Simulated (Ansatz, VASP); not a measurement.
**C in VASP and in Ansatz**

```
CELL_PARAMETERS angstrom
2.52553 0.00000 0.00000
0.00000 2.52553 0.00000
0.00000 0.00000 9.49810
ATOMIC_POSITIONS crystal
C 0.00000 0.25000 0.36849
C 0.50000 0.25000 0.43789
C 0.50000 0.75000 0.56211
C 0.00000 0.75000 0.63151
```

Alike in both runs: task single point; functional PBE; k mesh 12 × 12 × 1; occupations fermi-dirac, width 0.02 eV; no spin polarisation.

```csv
,VASP,Ansatz
version,VASP 6.6.1,Ansatz 0.2.0
potentials or method,"VASP PAW PBE potentials, release 64 (C), cutoff 520 eV","all-electron LAPW, scalar-relativistic"
```

```tsv
	VASP	Ansatz	Ansatz less VASP
rms of the force components (eV/Å)	0.017	0.004	-0.0131
```

Atom by atom the forces differ by 0.019 eV/Å (rms over components). Ansatz ran all-electron here, and VASP with PAW potentials. Ansatz's warnings: vacuum density over bound.
